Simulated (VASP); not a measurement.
# Sb in VASP: single point with PBE+D3(BJ)

Aim: the single point of Sb with PBE+D3(BJ).

Program: VASP 6.6.1. These are calculated values, not measurements. Logs are shortened: lines on timing, memory, paths and dates and some standing lists are left out, and cuts for length are marked.

## Step 1: The cell of the first run

The cell holds a slab with vacuum, 4 atoms: a = 4.069 Å, b = 4.069 Å, c = 20.800 Å, α = 90.00°, β = 90.00°, γ = 120.00°.

## Step 2: Single point, PBE+D3(BJ)

Input file INCAR:

```
SYSTEM = Sb
PREC = Accurate
ENCUT = 520
EDIFF = 1E-6
ISMEAR = 0
SIGMA = 0.05
LREAL = .FALSE.
LASPH = .TRUE.
NELM = 100
ALGO = Normal
ISIF = 2
LWAVE = .FALSE.
LCHARG = .FALSE.
LDIPOL = .TRUE.
IDIPOL = 3
DIPOL = 0.5 0.5 0.393
GGA = PE
IVDW = 12
NBANDS = 18
```

Input file KPOINTS:

```
regular mesh
0
G
  9 9 1
  0 0 0
```

Input file POSCAR:

```
Sb
1.0
    4.0686848921      0.0000000000      0.0000000000
   -2.0343424461      3.5235844766      0.0000000000
    0.0000000000      0.0000000000     20.8000277116
Sb
4
Direct
    0.3333333333      0.6666666667      0.2957305196
    0.6666666667      0.3333333333      0.2163458656
    0.6666666667      0.3333333333      0.5697261328
    0.3333333333      0.6666666667      0.4903457132
```

Potentials or basis: VASP PAW PBE potentials, release 64 (Sb).

Command:

```console
> cat potpaw_PBE.64/Sb/POTCAR > POTCAR
> mpirun -np 1 vasp_std > vasp.out
```

OUTCAR:

```text
SYSTEM = Sb
   PREC = Accurate
   ENCUT = 520
   EDIFF = 1E-6
   ISMEAR = 0
   LREAL = .FALSE.
   LASPH = .TRUE.
   NELM = 100
   ISIF = 2
   GGA = PE
   IVDW = 12
 IVDW          = 12

 ion  position               nearest neighbor table
   1  0.333  0.667  0.296-   2 2.87   2 2.87   2 2.87
   2  0.667  0.333  0.216-   1 2.87   1 2.87   1 2.87
   3  0.667  0.333  0.570-   4 2.87   4 2.87   4 2.87
   4  0.333  0.667  0.490-   3 2.87   3 2.87   3 2.87

  LATTYP: Found a hexagonal cell.
 ALAT       =     4.0686848921
 C/A-ratio  =     5.1122237930

  Lattice vectors:

 A1 = (   4.0686848921,   0.0000000000,   0.0000000000)
 A2 = (  -2.0343424461,   3.5235844766,   0.0000000000)
 A3 = (   0.0000000000,   0.0000000000,  20.8000277116)

Analysis of symmetry for initial positions (statically):
=====================================================================
 Subroutine PRICEL returns:
 Original cell was already a primitive cell.

 Routine SETGRP: Setting up the symmetry group for a
 hexagonal supercell.

 Subroutine GETGRP returns: Found 12 space group operations
 (whereof  6 operations were pure point group operations)
 out of a pool of 24 trial point group operations.

The static configuration has the point symmetry C_3v.
 The point group associated with its full space group is D_3h.

Analysis of symmetry for dynamics (positions and initial velocities):
=====================================================================
 Subroutine PRICEL returns:
 Original cell was already a primitive cell.

 Routine SETGRP: Setting up the symmetry group for a
 hexagonal supercell.

 Subroutine GETGRP returns: Found 12 space group operations
 (whereof  6 operations were pure point group operations)
 out of a pool of 24 trial point group operations.

The dynamic configuration has the point symmetry C_3v.
 The point group associated with its full space group is D_3h.

 Subroutine INISYM returns: Found 12 space group operations
 (whereof  6 operations are pure point group operations),
 and found     1 'primitive' translations

----------------------------------------------------------------------------------------

                                     Primitive cell

  volume of cell :     298.1966

  direct lattice vectors                    reciprocal lattice vectors
     4.068684892  0.000000000  0.000000000     0.245779663  0.141900954  0.000000000
    -2.034342446  3.523584477  0.000000000     0.000000000  0.283801909  0.000000000
     0.000000000  0.000000000 20.800027712     0.000000000  0.000000000  0.048076859

  length of vectors
     4.068684892  4.068684892 20.800027712     0.283801909  0.283801909  0.048076859

  position of ions in fractional coordinates (direct lattice)
     0.333333333  0.666666667  0.295730520
     0.666666667  0.333333333  0.216345866
     0.666666667  0.333333333  0.569726133
     0.333333333  0.666666667  0.490345713

  ion indices of the primitive-cell ions
   primitive index   ion index
                 1           1
                 2           2
                 3           3
                 4           4

----------------------------------------------------------------------------------------

 KPOINTS: regular mesh

Automatic generation of k-mesh.
 Grid dimensions read from file:
 generate k-points for:    9    9    1

 Generating k-lattice:

  Cartesian coordinates                     Fractional coordinates (reciprocal lattice)
     0.027308851  0.015766773  0.000000000     0.111111111 -0.000000000  0.000000000
     0.000000000  0.031533545  0.000000000     0.000000000  0.111111111  0.000000000
     0.000000000  0.000000000  0.048076859     0.000000000  0.000000000  1.000000000

  Length of vectors
     0.031533545  0.031533545  0.048076859

  Shift w.r.t. Gamma in fractional coordinates (k-lattice)
     0.000000000  0.000000000  0.000000000

 Subroutine IBZKPT returns following result:
 ===========================================

 Found     12 irreducible k-points:

 Following reciprocal coordinates:
            Coordinates               Weight
  0.000000  0.000000  0.000000      1.000000
  0.111111 -0.000000  0.000000      6.000000
  0.222222 -0.000000  0.000000      6.000000
  0.333333 -0.000000  0.000000      6.000000
  0.444444 -0.000000  0.000000      6.000000
  0.111111  0.111111  0.000000      6.000000
  0.222222  0.111111  0.000000     12.000000
  0.333333  0.111111  0.000000     12.000000
  0.444444  0.111111  0.000000      6.000000
  0.222222  0.222222  0.000000      6.000000
  0.333333  0.222222  0.000000     12.000000
  0.333333  0.333333  0.000000      2.000000
   k-points           NKPTS =     12   k-points in BZ     NKDIM =     12   number of bands    NBANDS=     18
   number of dos      NEDOS =    301   number of ions     NIONS =      4
   total plane-waves  NPLWV = 144000
   dimension x,y,z NGX =    30 NGY =   30 NGZ =  160
   dimension x,y,z NGXF=    60 NGYF=   60 NGZF=  320
   ions per type =               4
   NGX,Y,Z   is equivalent  to a cutoff of  12.26, 12.26, 12.79 a.u.
   NGXF,Y,Z  is equivalent  to a cutoff of  24.52, 24.52, 25.58 a.u.
 SYSTEM =  Sb
   PREC   = accura    normal or accurate (medium, high low for compatibility)
   ISTART =      0    job   : 0-new  1-cont  2-samecut
   ICHARG =      2    charge: 1-file 2-atom 10-const
   ISPIN  =      1    spin polarized calculation?
   LNONCOLLINEAR =      F non collinear calculations
   LSORBIT =      F    spin-orbit coupling
   LASPH  =      T    aspherical Exc in radial PAW
   ENCUT  =  520.0 eV  38.22 Ry    6.18 a.u.   7.57  7.57 38.67*2*pi/ulx,y,z
   NELM   =    100;   NELMIN=  2; NELMDL= -5     # of ELM steps
   EDIFF  = 0.1E-05   stopping-criterion for ELM
   LREAL  =      F    real-space projection
   EDIFFG = 0.1E-04   stopping-criterion for IOM
   NSW    =      0    number of steps for IOM
   IBRION =     -1    ionic relax: 0-MD 1-quasi-New 2-CG
   NFREE  =      0    steps in history (QN), initial steepest desc. (CG)
   ISIF   =      2    stress and relaxation
   ISYM   =      2    0-nonsym 1-usesym 2-fastsym
   POTIM  = 0.5000    time-step for ionic-motion
   TEBEG  =    0.0;   TEEND  =   0.0 temperature during run
   PSTRESS=    0.0 pullay stress
   NELECT =      20.0000    total number of electrons
   NUPDOWN=      -1.0000    fix difference up-down
   EMIN   =  10.00;   EMAX   =-10.00  energy-range for DOS
   EFERMI =   0.00;   METHOD = LEGACY
   ISMEAR =     0;   SIGMA  =   0.05  broadening in eV -4-tet -1-fermi 0-gaus
   EFERMI_NEDOS =   21; number of points for ismear=-14 and -15
   IALGO  =     38    algorithm
   IMIX   =      4    mixing-type and parameters
     AMIX     =   0.40;   BMIX     =  1.00
     AMIX_MAG =   1.60;   BMIX_MAG =  1.00
  volume/ion in A,a.u.               =      74.55       503.08
  Fermi-wavevector in a.u.,A,eV,Ry     =   0.665146  1.256945  6.019487  0.442420
  Thomas-Fermi vector in A             =   1.739052
   LORBIT       =      0    0 simple, 1 ext, 2 COOP (PROOUT), +10 PAW based schemes
   GGA     = PE    functional components
   LHFCALC =     F    Hartree Fock is set to
   AEXX    =    0.0000 exact exchange contribution
   IVDW    =    12    specifies the selected vdW correction
   LEPSILON=     F    determine dielectric tensor
   LRPA    =     F    only Hartree local field effects (RPA)
 non-spin polarized calculation
 Gauss-broadening in eV      SIGMA  =   0.05
  energy-cutoff  :      520.00
  volume of cell :      298.20
 maximum number of plane-waves:      8073
   NGX = 15   NGY = 15   NGZ = 77

 dipolmoment           0.000000      0.000000      0.000028 electrons x Angstroem

 number of electron      20.0000001 magnetization

 dipolmoment           0.000000      0.000000     -0.000510 electrons x Angstroem

 Free energy of the ion-electron system (eV)
  ---------------------------------------------------
  ext. energy  EPLUGINS =         0.00000000
  ---------------------------------------------------
  free energy    TOTEN  =       -16.17385516 eV

  energy without entropy =      -16.17385516  energy(sigma->0) =      -16.17385516

 E-fermi :   0.1677     XC(G=0):  -4.7762

 val. band max:       -0.0951324816   @ k =   0.0000   0.0000   0.0000
 cond. band min:       0.8038737821   @ k =   0.3333  -0.0000   0.0000
 fundamental gap:      0.8990062637
 Fermi energy:         0.1676530815

 k-point     1 :       0.0000    0.0000    0.0000
  band No.  band energies     occupation
      1     -11.6390      2.00000
      2     -11.5909      2.00000
      3      -6.7470      2.00000
      4      -6.3983      2.00000
      5      -1.4163      2.00000
      6      -0.3334      2.00000
[... 10 lines left out ...]
     17       4.0717      0.00000
     18       4.4387      0.00000

 k-point     2 :       0.1111   -0.0000    0.0000
  band No.  band energies     occupation
      1     -11.5039      2.00000
      2     -11.4554      2.00000
      3      -6.7250      2.00000
      4      -6.3938      2.00000
      5      -1.4650      2.00000
      6      -1.2119      2.00000
[... 10 lines left out ...]
     17       4.2480      0.00000
     18       4.5936      0.00000

 k-point     3 :       0.2222   -0.0000    0.0000
  band No.  band energies     occupation
      1     -11.1068      2.00000
      2     -11.0568      2.00000
      3      -6.7665      2.00000
      4      -6.5005      2.00000
      5      -2.7470      2.00000
      6      -2.5410      2.00000
[... 10 lines left out ...]
     17       4.6047      0.00000
     18       4.9887      0.00000

 k-point     4 :       0.3333   -0.0000    0.0000
  band No.  band energies     occupation
      1     -10.4848      2.00000
      2     -10.4319      2.00000
      3      -7.1753      2.00000
      4      -7.0144      2.00000
      5      -3.4631      2.00000
      6      -3.1668      2.00000
[... 10 lines left out ...]
     17       5.0067      0.00000
     18       5.3868      0.00000

 k-point     5 :       0.4444   -0.0000    0.0000
  band No.  band energies     occupation
      1      -9.8012      2.00000
      2      -9.7438      2.00000
      3      -7.8915      2.00000
      4      -7.7914      2.00000
      5      -3.4522      2.00000
      6      -3.1184      2.00000
[... 10 lines left out ...]
     17       4.5204      0.00000
     18       5.4715      0.00000

 k-point     6 :       0.1111    0.1111    0.0000
  band No.  band energies     occupation
      1     -11.2375      2.00000
      2     -11.1880      2.00000
      3      -6.7315      2.00000
      4      -6.4416      2.00000
      5      -2.3255      2.00000
      6      -2.1323      2.00000
[... 10 lines left out ...]
     17       4.5392      0.00000
     18       4.8348      0.00000

 k-point     7 :       0.2222    0.1111    0.0000
  band No.  band energies     occupation
      1     -10.7232      2.00000
      2     -10.6715      2.00000
      3      -6.9534      2.00000
      4      -6.7531      2.00000
      5      -3.1677      2.00000
      6      -2.8991      2.00000
[... 10 lines left out ...]
     17       4.9757      0.00000
     18       5.2863      0.00000

 k-point     8 :       0.3333    0.1111    0.0000
  band No.  band energies     occupation
      1     -10.0312      2.00000
      2      -9.9755      2.00000
      3      -7.5841      2.00000
      4      -7.4663      2.00000
      5      -3.4346      2.00000
      6      -3.1394      2.00000
[... 10 lines left out ...]
     17       4.9783      0.00000
     18       5.6842      0.00000

 k-point     9 :       0.4444    0.1111    0.0000
  band No.  band energies     occupation
      1      -9.5473      2.00000
      2      -9.4875      2.00000
      3      -8.1012      2.00000
      4      -8.0109      2.00000
      5      -3.4107      2.00000
      6      -3.1516      2.00000
[... 10 lines left out ...]
     17       4.6520      0.00000
     18       5.5610      0.00000

 k-point    10 :       0.2222    0.2222    0.0000
  band No.  band energies     occupation
      1     -10.1194      2.00000
      2     -10.0642      2.00000
      3      -7.4333      2.00000
      4      -7.3040      2.00000
      5      -3.1459      2.00000
      6      -2.9692      2.00000
[... 10 lines left out ...]
     17       5.5821      0.00000
     18       5.7126      0.00000

 k-point    11 :       0.3333    0.2222    0.0000
  band No.  band energies     occupation
      1      -9.4191      2.00000
      2      -9.3574      2.00000
      3      -8.1153      2.00000
      4      -8.0270      2.00000
      5      -3.5567      2.00000
      6      -3.4649      2.00000
[... 10 lines left out ...]
     17       5.6117      0.00000
     18       6.1245      0.00000

 k-point    12 :       0.3333    0.3333    0.0000
  band No.  band energies     occupation
      1      -8.7849      2.00000
      2      -8.7040      2.00000
      3      -8.6964      2.00000
      4      -8.6477      2.00000
      5      -3.8381      2.00000
      6      -3.7730      2.00000
[... 10 lines left out ...]
     17       5.9919      0.00000
     18       7.0391      0.00000

------------------------ aborting loop because EDIFF is reached ----------------------------------------

 vacuum level on the upper side and lower side of the slab       (xc-potential included)        -0.135        -0.125

 Edisp (eV)   -1.13649

 E8    (eV) :    -0.5439

  FORCE on cell =-STRESS in cart. coord.  units (eV):
  Direction    XX          YY          ZZ          XY          YZ          ZX
  --------------------------------------------------------------------------------------
  -------------------------------------------------------------------------------------
  Total       0.04371     0.04371     0.24983    -0.00000     0.00000     0.00000
  in kB       0.23485     0.23485     1.34232    -0.00000     0.00000     0.00000
  external pressure =        0.60 kB  Pullay stress =        0.00 kB

 VOLUME and BASIS-vectors are now :
 -----------------------------------------------------------------------------
  energy-cutoff  :      520.00
  volume of cell :      298.20
      direct lattice vectors                 reciprocal lattice vectors
     4.068684892  0.000000000  0.000000000     0.245779663  0.141900954  0.000000000
    -2.034342446  3.523584477  0.000000000     0.000000000  0.283801909  0.000000000
     0.000000000  0.000000000 20.800027712     0.000000000  0.000000000  0.048076859

 POSITION                                       TOTAL-FORCE (eV/Angst)
 -----------------------------------------------------------------------------------
     -0.00000      2.34906      6.15120        -0.000000      0.000000      0.087199
      2.03434      1.17453      4.50000        -0.000000     -0.000000     -0.085700
      2.03434      1.17453     11.85032        -0.000000     -0.000000      0.085700
     -0.00000      2.34906     10.19920         0.000000      0.000000     -0.087199
 -----------------------------------------------------------------------------------
    total drift:                               -0.000000      0.000000     -0.028532

  FREE ENERGIE OF THE ION-ELECTRON SYSTEM (eV)
  ---------------------------------------------------
  free  energy   TOTEN  =       -17.3103486206 eV

  energy  without entropy=      -17.3103486206  energy(sigma->0) =      -17.31034862

 vacuum level on the upper side and lower side of the slab         4.518         4.531
```

It took 94 s on 1 thread of Intel Xeon 6975P-C (Granite Rapids), shared host; peak memory 0.38 GiB.

Results:

```yaml
Free_energy: -17.3103 eV
Largest_force: 0.087 eV/Å
Band_gap_on_the_k_mesh: 0.90 eV, indirect (least direct gap 1.43 eV)
Dispersion_energy_per_atom: -0.284 eV
```

Forces on the atoms (eV/Å):
```
Sb   0.000  0.000  0.087
Sb   0.000  0.000 -0.086
Sb   0.000  0.000  0.086
Sb   0.000  0.000 -0.087
```

Caveat: spin-orbit coupling is left out, which moves the levels of the heavy elements.
